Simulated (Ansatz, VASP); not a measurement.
S: VASP beside Ansatz

```xyz
1
Lattice="2.5484 0.0000 0.0000 0.0000 2.5484 0.0000 0.0000 0.0000 2.5484" Properties=species:S:1:pos:R:3 pbc="T T T"
S     0.0000    0.0000    0.0000
```

Alike in both runs: functional r2SCAN; k mesh 6 × 6 × 6; occupations gaussian, width 0.1 eV; no spin polarisation.

Ansatz relaxed the structure, and its values are those at the end. VASP's run is a single point on that final structure, the one shown.

```csv
,VASP,Ansatz
version,VASP 6.6.1,Ansatz 0.2.0
potentials or method,"VASP PAW PBE potentials, release 64 (S), cutoff 520 eV","scalar-relativistic, plane waves, PAW"
valence electrons in the cell,6,6
```

|  | VASP | Ansatz | Ansatz less VASP |
| --- | --- | --- | --- |
| gap on the k mesh at the Fermi level (eV) | none | none | - |
| pressure (GPa) | 0.0 | 0.3 | +0.29 |

VASP's potentials were made for PBE, not for r2SCAN. A gap of «none» marks a metal or a gap that the smearing closes.

The k mesh is coarse, so the values compare programs but aren't converged.
